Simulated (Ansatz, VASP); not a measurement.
## Two plane-wave programs on NaH

INCAR

```
PREC     = Accurate       # precision mode
ENCUT    = 520            # plane-wave cutoff, eV
EDIFF    = 1E-6           # SCF threshold, eV
ISMEAR   = 0              # smearing method
SIGMA    = 0.01           # smearing width, eV
LREAL    = F              # projectors in reciprocal space
LASPH    = T              # aspherical terms in the spheres
NELM     = 80             # most SCF steps
ALGO     = Normal         # electronic algorithm
ISIF     = 2              # what is computed and relaxed
LWAVE    = F              # write WAVECAR
LCHARG   = F              # write CHGCAR
GGA      = PE             # functional
NBANDS   = 11             # bands
```

Contents of KPOINTS:

```
Automatic mesh
0
Gamma
  6 6 6
```

Contents of POSCAR:

```
NaH
1.0
    3.0130823222      0.0000000000      0.0000000000
    0.0000000000      3.0130823222      0.0000000000
    0.0000000000      0.0000000000      3.0130823222
Na H
1 1
Direct
    0.0000000000      0.0000000000      0.0000000000
    0.5000000000      0.5000000000      0.5000000000
```

Input for Ansatz:

```yaml
crystal:
  lattice:
    - [3.0130823222476297, 0.0, 0.0]
    - [0.0, 3.0130823222476297, 0.0]
    - [0.0, 0.0, 3.0130823222476297]
  atoms:
    - { symbol: Na, position: [0.0, 0.0, 0.0] }
    - { symbol: H, position: [0.5, 0.5, 0.5] }
basis:
  ecutwfc: 510.0
kpoints:
  mp_grid:
    grid: [6, 6, 6]
hamiltonian:
  xc: pbe
scf:
  occupations:
    method: fixed
output:
  stress: true
```

Alike in both runs: task single point; functional PBE; k mesh 6 × 6 × 6; no spin polarisation.

|  | VASP | Ansatz |
| --- | --- | --- |
| version | VASP 6.6.1 | Ansatz 0.2.0 |
| potentials or method | VASP PAW PBE potentials, release 64 (Na_pv, H), cutoff 520 eV | plane waves, PAW |
| occupations | gaussian, width 0.01 eV | fixed |
| valence electrons in the cell | 8 | 10 |

```tsv
	VASP	Ansatz	Ansatz less VASP
pressure (GPa)	-1.1	-1.1	+0.06
```

VASP's potentials hold 8 valence electrons a cell and Ansatz's 10, so a difference there can come from the potentials and not from the codes.
